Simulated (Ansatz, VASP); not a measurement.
## Two plane-wave programs on WSe2

```xyz
3
Lattice="3.2404 0.0000 0.0000 -1.6202 2.8063 0.0000 0.0000 0.0000 30.5200" Properties=species:S:1:pos:R:3 pbc="T T T"
Se    1.6202    0.9354    6.9994
Se    1.6202    0.9354   10.3606
W     0.0000    1.8709    8.6800
```

Alike in both runs: functional PBEsol; dispersion D3(BJ); k mesh 12 × 12 × 1; occupations gaussian, width 0.03 eV; no spin polarisation.

Ansatz relaxed the structure, and its values are those at the end. VASP's run is a single point on that final structure, the one shown.

|  | VASP | Ansatz |
| --- | --- | --- |
| version | VASP 6.6.1 | Ansatz 0.2.0 |
| potentials or method | VASP PAW PBE potentials, release 64 (Se, W_sv), cutoff 400 eV | scalar-relativistic, plane waves, PAW |
| valence electrons in the cell | 26 | 46 |

|  | VASP | Ansatz | Ansatz less VASP |
| --- | --- | --- | --- |
| gap on the k mesh at the Fermi level (eV) | 1.65 | 1.65 | -0.002 |
| least direct gap on the mesh (eV) | 1.81 | 1.81 | +0.004 |
| rms of the force components (eV/Å) | 0.031 | 0.000 | -0.0307 |

VASP's potentials were made for PBE, not for PBEsol, and Ansatz warns of the same on its side. VASP's potentials hold 26 valence electrons a cell and Ansatz's 46, so a difference there can come from the potentials and not from the codes. Ansatz's warnings: slab cell height set, structure snapped to symmetry.

Spin-orbit coupling is off throughout.
